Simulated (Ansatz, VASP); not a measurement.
Two plane-wave programs on TiS2

```
Ti S
1.0
     3.35756    0.00000    0.00000
    -1.67878    2.90773    0.00000
     0.00000    0.00000    5.51941
Ti S
1 2
Direct
  0.00000 0.00000 0.00000
  0.33333 0.66667 0.25920
  0.66667 0.33333 0.74080
```

Alike in both runs: functional PBE; dispersion D3(BJ); k mesh 15 × 15 × 8; occupations fermi-dirac, width 0.15 eV; no spin polarisation.

Ansatz relaxed the structure, and its values are those at the end. VASP's run is a single point on that final structure, the one shown.

|  | VASP | Ansatz |
| --- | --- | --- |
| version | VASP 6.6.1 | Ansatz 0.2.0 |
| potentials or method | VASP PAW PBE potentials, release 64 (Ti_sv, S), cutoff 500 eV | scalar-relativistic, plane waves, PAW |
| valence electrons in the cell | 24 | 24 |

|  | VASP | Ansatz | Ansatz less VASP |
| --- | --- | --- | --- |
| gap on the k mesh at the Fermi level (eV) | none | none | - |
| pressure (GPa) | 0.0 | 0.0 | +0.02 |

A gap of «none» marks a metal or a gap that the smearing closes.
